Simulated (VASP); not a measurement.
W: single point with r2SCAN

Crystal: W.

```
W
1.0
     0.00000    2.03000    2.05030
     2.03000    0.00000    2.05030
     2.03000    2.03000    0.00000
W
1
Direct
  0.00000 0.00000 0.00000
```

This cell differs from its parent crystal: strain +0.0100 x Voigt [0, 0, 1, 0, 0, 0].

```json
{"Program": "VASP 6.6.1", "Task": "single point", "Functional": "r2SCAN", "Potentials or basis": "VASP PAW PBE potentials, release 64 (W_sv)", "Cutoff": "520 eV", "k mesh": "20 × 20 × 20", "Occupations": "gaussian, width 0.15 eV", "Spin": "no spin polarisation"}
```

```
Pressure               : -10.5 GPa
Band gap on the k mesh : zero (band 7 reaches 12.86 eV, above the bottom of band 8 at 9.44 eV)
```

Stress tensor (GPa, compression positive):
```
-11.91   0.00   0.00
  0.00 -11.91   0.00
  0.00   0.00  -7.56
```

Levels at points of the mesh, in eV from the Fermi level:
```tsv
k point	band 3	band 4	band 5	band 6	band 7	band 8	band 9	band 10	band 11	band 12
(0.00, 0.00, 0.00)	-38.66	-38.66	-9.34	-0.66	-0.51	-0.51	2.58	2.80	13.32	18.61
(0.50, 0.00, 0.00)	-38.82	-38.80	-5.75	-0.79	-0.62	0.36	5.01	5.08	10.36	12.94
(0.50, 0.50, 0.00)	-39.04	-39.04	-5.53	-4.60	2.70	5.12	5.70	5.70	12.15	12.15
(0.50, 0.00, 0.50)	-39.08	-39.06	-5.51	-4.61	2.90	5.08	5.63	5.77	11.91	12.06
```

Run time: 2.6 min on 1 thread of Intel(R) Xeon(R) 6975P-C (Granite Rapids), with other jobs on the host, peak memory 0.26 GiB.

Caveat: the cell differs from its parent crystal (strain +0.0100 x Voigt [0, 0, 1, 0, 0, 0]); the PAW data sets were made with another functional, which shifts forces and pressure a little; spin-orbit coupling is left out, which moves the levels of the heavy elements.
